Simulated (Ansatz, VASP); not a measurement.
BN: VASP beside Ansatz

File POSCAR:

```
BN
1.0
    2.6457080014      0.0000000000      0.0000000000
   -1.3228540007      2.2912503402      0.0000000000
    0.0000000000      0.0000000000      4.1896410019
B N
2 2
Direct
    0.3333333333      0.6666666667      0.0003656847
    0.6666666667      0.3333333333      0.5003656847
    0.3333333333      0.6666666667      0.3746343153
    0.6666666667      0.3333333333      0.8746343153
```

File INCAR.step1:

```
  PREC = Accurate
  ENCUT = 520
  EDIFF = 1E-5
  ISMEAR = 0
  SIGMA = 0.01
  LREAL = False
  LASPH = True
  NELM = 80
  ALGO = Normal
  ISIF = 2
  LWAVE = True
  LCHARG = False
  GGA = PE
  NBANDS = 16
```

The input INCAR.step2:

```
  PREC = Accurate
  ENCUT = 520
  EDIFF = 1E-6
  ISMEAR = 0
  SIGMA = 0.01
  LREAL = False
  LASPH = True
  NELM = 80
  ALGO = Normal
  ISIF = 2
  LWAVE = False
  LCHARG = False
  GGA = PE
  LHFCALC = True
  HFSCREEN = 0.2079
  PRECFOCK = Normal
  ISTART = 1
  NBANDS = 16
```

KPOINTS

```
Automatic mesh
0
Gamma
  9 9 4
```

Input for Ansatz:

```yaml
crystal:
  lattice:
    - [2.6457080014, 0.0, 0.0]
    - [-1.3228540007, 2.2912503402, 0.0]
    - [0.0, 0.0, 4.1896410019]
  atoms:
    - { symbol: B, position: [0.3333333333, 0.6666666667, 0.0003656847] }
    - { symbol: B, position: [0.6666666667, 0.3333333333, 0.5003656847] }
    - { symbol: "N", position: [0.3333333333, 0.6666666667, 0.3746343153] }
    - { symbol: "N", position: [0.6666666667, 0.3333333333, 0.8746343153] }
kpoints:
  mp_grid: { grid: [9, 9, 4] }
  band_path:
    path:
      - [0.0, 0.0, 0.0]
      - [0.5, 0.0, 0.0]
      - [0.3333333333, 0.3333333333, 0.0]
      - [0.0, 0.0, 0.5]
      - [0.5, 0.0, 0.5]
      - [0.3333333333, 0.3333333333, 0.5]
      - [0.1, 0.0, 0.0]
    npoints: 1
hamiltonian:
  xc: hse06
scf:
  occupations: { method: fixed }
  n_extra_bands: 5
output:
  forces: true
  stress: true
  eigenvalues: true
```

Change from the starting cell: epitaxial_xy strain +4.0%.

Alike in both runs: task single point; functional HSE06; k mesh 9 × 9 × 4; no spin polarisation.

```csv
,VASP,Ansatz
version,VASP 6.6.1,Ansatz 0.2.0
potentials or method,"VASP PAW PBE potentials, release 64 (B, N)","plane waves, PAW"
plane-wave cutoff (eV),520,420
occupations,"gaussian, width 0.01 eV",fixed
valence electrons in the cell,16,16
```

VASP gave:

```
gap on the k mesh at the Fermi level (eV)                     : 6.70
pressure (GPa)                                                : -28.3
traceless stress, the component that is largest in VASP (GPa) : 24.22
rms of the force components (eV/Å)                            : 0.034
```

Q: What did Ansatz give for the same quantities?

A: gap on the k mesh at the Fermi level (eV): 6.72; pressure (GPa): -28.5; traceless stress, the component that is largest in VASP (GPa): 24.06; rms of the force components (eV/Å): 0.029.

Atom by atom the forces differ by 0.004 eV/Å (rms over components). Both programs put the cell under strong tension, so it lies far from rest at this level. Ansatz's warnings: stress exchange threshold loose, stress scf threshold loose.
